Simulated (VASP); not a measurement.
# Si3Ge (P-4m2) in VASP: notebook

The runs below take Si3Ge through single point, relaxation of cell and atoms, with PBE.

All numbers are computed with VASP 6.6.1; they aren't measurements. Logs are shortened: lines on timing, memory, paths and dates and some standing lists are left out, and cuts for length are marked.

## 1. The cell of the first run

Symmetry: P-4m2, No. 115, tetragonal system. The conventional cell has a = 3.912 Å, b = 3.912 Å, c = 5.532 Å, α = 90.00°, β = 90.00°, γ = 90.00°. Within 3.1 Å of Si (site symmetry 2mm) lie 2 Si at 2.38 Å and 2 Ge at 2.41 Å. Within 3.1 Å of Si (site symmetry -4m2) lie 4 Si at 2.38 Å. Ge (site symmetry -4m2) has 4 Si at 2.41 Å within 3.2 Å.

## 2. Single point, PBE

File INCAR:

```
ALGO = Normal
EDIFF = 1E-6
ENCUT = 500
GGA = PE
GGA_COMPAT = F
ISIF = 2
ISMEAR = 0
LASPH = T
LCHARG = F
LREAL = F
LWAVE = F
NBANDS = 21
NELM = 120
PREC = Accurate
SIGMA = 0.01
```

File KPOINTS:

```
k-points
0
Gamma
  10 10 6
```

File POSCAR:

```
Si3Ge
1.0
    3.9123760691      0.0000000000      0.0000000000
    0.0000000000      3.9123760691      0.0000000000
    0.0000000000      0.0000000000      5.5320638552
Si Ge
3 1
Direct
    0.0000000000      0.5000000000      0.7441286147
    0.5000000000      0.0000000000      0.2558713853
    0.5000000000      0.5000000000      0.5000000000
    0.0000000000      0.0000000000      0.0000000000
```

Potentials or basis: VASP PAW PBE potentials, release 64 (Si, Ge_d).

Started as:

```sh
$ cat potpaw_PBE.64/Si/POTCAR potpaw_PBE.64/Ge_d/POTCAR > POTCAR
$ mpirun -np 1 vasp_std > vasp.out
```

OUTCAR:

```text
EDIFF = 1E-6
   ENCUT = 500
   GGA = PE
   ISIF = 2
   ISMEAR = 0
   LASPH = T
   LREAL = F
   NELM = 120
   PREC = Accurate

 ion  position               nearest neighbor table
   1  0.000  0.500  0.744-   3 2.38   3 2.38   4 2.41   4 2.41
   2  0.500  0.000  0.256-   3 2.38   3 2.38   4 2.41   4 2.41
   3  0.500  0.500  0.500-   1 2.38   2 2.38   2 2.38   1 2.38
   4  0.000  0.000  0.000-   1 2.41   2 2.41   1 2.41   2 2.41

  LATTYP: Found a simple tetragonal cell.
 ALAT       =     3.9123760691
 C/A-ratio  =     1.4139908223

  Lattice vectors:

 A1 = (   3.9123760691,   0.0000000000,   0.0000000000)
 A2 = (   0.0000000000,   3.9123760691,   0.0000000000)
 A3 = (   0.0000000000,   0.0000000000,   5.5320638552)

Analysis of symmetry for initial positions (statically):
=====================================================================
 Subroutine PRICEL returns:
 Original cell was already a primitive cell.

 Routine SETGRP: Setting up the symmetry group for a
 simple tetragonal supercell.

 Subroutine GETGRP returns: Found  8 space group operations
 (whereof  8 operations were pure point group operations)
 out of a pool of 16 trial point group operations.

The static configuration has the point symmetry D_2d.

Analysis of symmetry for dynamics (positions and initial velocities):
=====================================================================
 Subroutine PRICEL returns:
 Original cell was already a primitive cell.

 Routine SETGRP: Setting up the symmetry group for a
 simple tetragonal supercell.

 Subroutine GETGRP returns: Found  8 space group operations
 (whereof  8 operations were pure point group operations)
 out of a pool of 16 trial point group operations.

The dynamic configuration has the point symmetry D_2d.

 Subroutine INISYM returns: Found  8 space group operations
 (whereof  8 operations are pure point group operations),
 and found     1 'primitive' translations

----------------------------------------------------------------------------------------

                                     Primitive cell

  volume of cell :      84.6776

  direct lattice vectors                    reciprocal lattice vectors
     3.912376069  0.000000000  0.000000000     0.255599151  0.000000000  0.000000000
     0.000000000  3.912376069  0.000000000     0.000000000  0.255599151  0.000000000
     0.000000000  0.000000000  5.532063855     0.000000000  0.000000000  0.180764363

  length of vectors
     3.912376069  3.912376069  5.532063855     0.255599151  0.255599151  0.180764363

  position of ions in fractional coordinates (direct lattice)
     0.000000000  0.500000000  0.744128615
     0.500000000  0.000000000  0.255871385
     0.500000000  0.500000000  0.500000000
     0.000000000  0.000000000  0.000000000

  ion indices of the primitive-cell ions
   primitive index   ion index
                 1           1
                 2           2
                 3           3
                 4           4

----------------------------------------------------------------------------------------

 KPOINTS: k-points

Automatic generation of k-mesh.
 Grid dimensions read from file:
 generate k-points for:   10   10    6

 Generating k-lattice:

  Cartesian coordinates                     Fractional coordinates (reciprocal lattice)
     0.025559915  0.000000000  0.000000000     0.100000000  0.000000000  0.000000000
     0.000000000  0.025559915  0.000000000     0.000000000  0.100000000  0.000000000
     0.000000000  0.000000000  0.030127394     0.000000000  0.000000000  0.166666667

  Length of vectors
     0.025559915  0.025559915  0.030127394

  Shift w.r.t. Gamma in fractional coordinates (k-lattice)
     0.000000000  0.000000000  0.000000000

 Subroutine IBZKPT returns following result:
 ===========================================

 Found     84 irreducible k-points:

 Following reciprocal coordinates:
            Coordinates               Weight
  0.000000  0.000000  0.000000      1.000000
  0.100000  0.000000  0.000000      4.000000
  0.200000  0.000000  0.000000      4.000000
  0.300000  0.000000  0.000000      4.000000
  0.400000  0.000000  0.000000      4.000000
  0.500000  0.000000  0.000000      2.000000
[... 16 lines left out ...]
  0.100000  0.000000  0.166667      8.000000
  0.200000  0.000000  0.166667      8.000000
 [... further k-points ...]
   k-points           NKPTS =     84   k-points in BZ     NKDIM =     84   number of bands    NBANDS=     21
   number of dos      NEDOS =    301   number of ions     NIONS =      4
   total plane-waves  NPLWV =  36000
   dimension x,y,z NGX =    30 NGY =   30 NGZ =   40
   dimension x,y,z NGXF=    60 NGYF=   60 NGZF=   80
   ions per type =               3   1
   NGX,Y,Z   is equivalent  to a cutoff of  12.75, 12.75, 12.02 a.u.
   NGXF,Y,Z  is equivalent  to a cutoff of  25.50, 25.50, 24.04 a.u.
 SYSTEM =  unknown system
   PREC   = accura    normal or accurate (medium, high low for compatibility)
   ISTART =      0    job   : 0-new  1-cont  2-samecut
   ICHARG =      2    charge: 1-file 2-atom 10-const
   ISPIN  =      1    spin polarized calculation?
   LNONCOLLINEAR =      F non collinear calculations
   LSORBIT =      F    spin-orbit coupling
   LASPH  =      T    aspherical Exc in radial PAW
   ENCUT  =  500.0 eV  36.75 Ry    6.06 a.u.   7.13  7.13 10.09*2*pi/ulx,y,z
   NELM   =    120;   NELMIN=  2; NELMDL= -5     # of ELM steps
   EDIFF  = 0.1E-05   stopping-criterion for ELM
   LREAL  =      F    real-space projection
   EDIFFG = 0.1E-04   stopping-criterion for IOM
   NSW    =      0    number of steps for IOM
   IBRION =     -1    ionic relax: 0-MD 1-quasi-New 2-CG
   NFREE  =      0    steps in history (QN), initial steepest desc. (CG)
   ISIF   =      2    stress and relaxation
   ISYM   =      2    0-nonsym 1-usesym 2-fastsym
   POTIM  = 0.5000    time-step for ionic-motion
   TEBEG  =    0.0;   TEEND  =   0.0 temperature during run
   PSTRESS=    0.0 pullay stress
   NELECT =      26.0000    total number of electrons
   NUPDOWN=      -1.0000    fix difference up-down
   EMIN   =  10.00;   EMAX   =-10.00  energy-range for DOS
   EFERMI =   0.00;   METHOD = LEGACY
   ISMEAR =     0;   SIGMA  =   0.01  broadening in eV -4-tet -1-fermi 0-gaus
   EFERMI_NEDOS =   21; number of points for ismear=-14 and -15
   IALGO  =     38    algorithm
   IMIX   =      4    mixing-type and parameters
     AMIX     =   0.40;   BMIX     =  1.00
     AMIX_MAG =   1.60;   BMIX_MAG =  1.00
  volume/ion in A,a.u.               =      21.17       142.86
  Fermi-wavevector in a.u.,A,eV,Ry     =   1.104443  2.087094 16.596298  1.219793
  Thomas-Fermi vector in A             =   2.240915
   LORBIT       =      0    0 simple, 1 ext, 2 COOP (PROOUT), +10 PAW based schemes
   GGA     = PE    functional components
   LHFCALC =     F    Hartree Fock is set to
   AEXX    =    0.0000 exact exchange contribution
   IVDW    =     0    specifies the selected vdW correction
   LEPSILON=     F    determine dielectric tensor
   LRPA    =     F    only Hartree local field effects (RPA)
 non-spin polarized calculation
 Gauss-broadening in eV      SIGMA  =   0.01
  energy-cutoff  :      500.00
  volume of cell :       84.68
 maximum number of plane-waves:      2180
 NGX is ok and might be reduce to    30
   NGX = 15   NGY = 15   NGZ = 21

 number of electron      26.0000017 magnetization

 Free energy of the ion-electron system (eV)
  ---------------------------------------------------
  ext. energy  EPLUGINS =         0.00000000
  ---------------------------------------------------
  free energy    TOTEN  =       -20.73526594 eV

  energy without entropy =      -20.73526594  energy(sigma->0) =      -20.73526594

 E-fermi :   5.4135     XC(G=0):  -9.4571

 val. band max:        5.3700128523   @ k =   0.0000   0.0000   0.0000
 cond. band min:       5.7535212915   @ k =   0.5000   0.5000   0.0000
 fundamental gap:      0.3835084391
 Fermi energy:         5.4134745327

 k-point     1 :       0.0000    0.0000    0.0000
  band No.  band energies     occupation
      1     -18.8436      2.00000
      2     -18.8338      2.00000
      3     -18.8338      2.00000
      4     -18.8137      2.00000
      5     -18.8111      2.00000
      6      -6.6572      2.00000
[... 13 lines left out ...]
     20      12.8258      0.00000
     21      13.3131      0.00000

 k-point     2 :       0.1000    0.0000    0.0000
  band No.  band energies     occupation
      1     -18.8429      2.00000
      2     -18.8341      2.00000
      3     -18.8338      2.00000
      4     -18.8135      2.00000
      5     -18.8113      2.00000
      6      -6.5736      2.00000
[... 13 lines left out ...]
     20      12.8470      0.00000
     21      13.2011      0.00000

 k-point     3 :       0.2000    0.0000    0.0000
  band No.  band energies     occupation
      1     -18.8413      2.00000
      2     -18.8349      2.00000
      3     -18.8337      2.00000
      4     -18.8128      2.00000
      5     -18.8118      2.00000
      6      -6.3253      2.00000
[... 13 lines left out ...]
     20      12.1237      0.00000
     21      13.1879      0.00000
[... 457 lines left out ...]
 k-point    23 :       0.1000    0.0000    0.1667
  band No.  band energies     occupation
      1     -18.8429      2.00000
      2     -18.8341      2.00000
      3     -18.8338      2.00000
      4     -18.8135      2.00000
      5     -18.8113      2.00000
      6      -6.4592      2.00000
[... 13 lines left out ...]
     20      12.6696      0.00000
     21      12.9353      0.00000

 k-point    24 :       0.2000    0.0000    0.1667
  band No.  band energies     occupation
      1     -18.8413      2.00000
      2     -18.8349      2.00000
      3     -18.8337      2.00000
      4     -18.8128      2.00000
      5     -18.8118      2.00000
      6      -6.2137      2.00000
[... 13 lines left out ...]
     20      12.1238      0.00000
     21      12.2204      0.00000

 [... further k-points ...]

------------------------ aborting loop because EDIFF is reached ----------------------------------------

  FORCE on cell =-STRESS in cart. coord.  units (eV):
  Direction    XX          YY          ZZ          XY          YZ          ZX
  --------------------------------------------------------------------------------------
  -------------------------------------------------------------------------------------
  Total       -0.0651056     -0.0651056     -0.0644904      0.0000000      0.0000000      0.0000000
  in kB       -1.2318577     -1.2318577     -1.2202181      0.0000000      0.0000000      0.0000000
  external PRESSURE =      -1.2279778 kB  Pullay stress =       0.0000000 kB

 VOLUME and BASIS-vectors are now :
 -----------------------------------------------------------------------------
  energy-cutoff  :      500.00
  volume of cell :       84.68
      direct lattice vectors                 reciprocal lattice vectors
     3.912376069  0.000000000  0.000000000     0.255599151  0.000000000  0.000000000
     0.000000000  3.912376069  0.000000000     0.000000000  0.255599151  0.000000000
     0.000000000  0.000000000  5.532063855     0.000000000  0.000000000  0.180764363

 POSITION                                       TOTAL-FORCE (eV/Angst)
 -----------------------------------------------------------------------------------
      0.00000      1.95619      4.11657         0.000000      0.000000      0.000831
      1.95619      0.00000      1.41550         0.000000      0.000000     -0.000831
      1.95619      1.95619      2.76603         0.000000     -0.000000      0.000000
      0.00000      0.00000      0.00000         0.000000      0.000000      0.000000
 -----------------------------------------------------------------------------------
    total drift:                                0.000000     -0.000000      0.000000

  FREE ENERGIE OF THE ION-ELECTRON SYSTEM (eV)
  ---------------------------------------------------
  free  energy   TOTEN  =       -20.7352659442 eV

  energy  without entropy=      -20.7352659442  energy(sigma->0) =      -20.73526594
```

It took 51 s on 1 thread of Intel Xeon Platinum 8559C (Emerald Rapids), shared host; peak memory 0.26 GiB.

What came out:

* Free energy: -20.7353 eV
* Pressure: -0.1 GPa
* Band gap on the k mesh: 0.38 eV (least direct gap 0.68 eV)

## 3. Relaxation of cell and atoms, PBE

File INCAR:

```
PREC = Accurate
ENCUT = 500
EDIFF = 1E-7
ISMEAR = 0
SIGMA = 0.01
LREAL = False
LASPH = True
NELM = 120
ALGO = Normal
ISIF = 3
LWAVE = False
LCHARG = False
GGA = PE
IBRION = 2
NSW = 80
EDIFFG = -0.001
GGA_COMPAT = False
NELMIN = 4
```

File KPOINTS:

```
Automatic mesh
0
Gamma
  10 10 6
```

POSCAR is that of step 2.

Potentials or basis: VASP PAW PBE potentials, release 64 (Si, Ge_d).

Started as:

```sh
$ cat potpaw_PBE.64/Si/POTCAR potpaw_PBE.64/Ge_d/POTCAR > POTCAR
$ mpirun -np 1 vasp_std > vasp.out
```

It took 1.9 min on 1 thread of Intel Xeon Platinum 8559C (Emerald Rapids), shared host; peak memory 0.25 GiB.

The run converged. Its results:

```yaml
Free_energy: -20.7353 eV
Relaxed_volume: 21.14 Å³/atom
Relaxed_cell: a = 3.911 Å, b = 3.911 Å, c = 5.530 Å, α = 90.00°, β = 90.00°, γ = 90.00°
Space_group_after_relaxing_to_0.1_Å: P-4m2 (No. 115)
Energy_gained_by_relaxing: 0.0 meV/atom
Ionic_steps: 4
Pressure_after_relaxing: 0.0 GPa
Band_gap_on_the_k_mesh: 0.38 eV (least direct gap 0.68 eV)
```

Final structure:
```cif
data_structure
_symmetry_space_group_name_H-M 'P 1'
_symmetry_Int_Tables_number 1
_cell_length_a 3.9108
_cell_length_b 3.9108
_cell_length_c 5.5299
_cell_angle_alpha 90.000
_cell_angle_beta 90.000
_cell_angle_gamma 90.000
_cell_volume 84.58
loop_
_atom_site_label
_atom_site_type_symbol
_atom_site_fract_x
_atom_site_fract_y
_atom_site_fract_z
_atom_site_occupancy
Si1 Si 0.00000 0.50000 0.74413 1
Si2 Si 0.50000 0.00000 0.25587 1
Si3 Si 0.50000 0.50000 0.50000 1
Ge1 Ge 0.00000 0.00000 0.00000 1
```

Levels at points of the mesh, in eV from the valence-band top:
```csv
k point,band 10,band 11,band 12,band 13,band 14,band 15,band 16,band 17
"(0.00, 0.00, 0.00)",-2.87,-0.05,0.00,0.00,0.68,0.84,2.25,2.53
"(0.50, 0.00, 0.00)",-3.74,-3.66,-1.51,-1.21,2.15,2.53,4.59,4.76
"(0.50, 0.50, 0.00)",-2.92,-2.85,-2.85,-2.79,0.38,0.84,0.84,1.01
"(0.00, 0.00, 0.50)",-2.04,-2.04,-1.75,-1.75,0.93,1.26,3.07,3.18
"(0.50, 0.00, 0.50)",-1.42,-1.26,-1.22,-1.06,0.89,1.33,3.21,3.34
"(0.50, 0.50, 0.50)",-3.80,-3.79,-3.79,-3.72,4.17,4.35,4.35,4.52
```

A k mesh can miss the band edges.
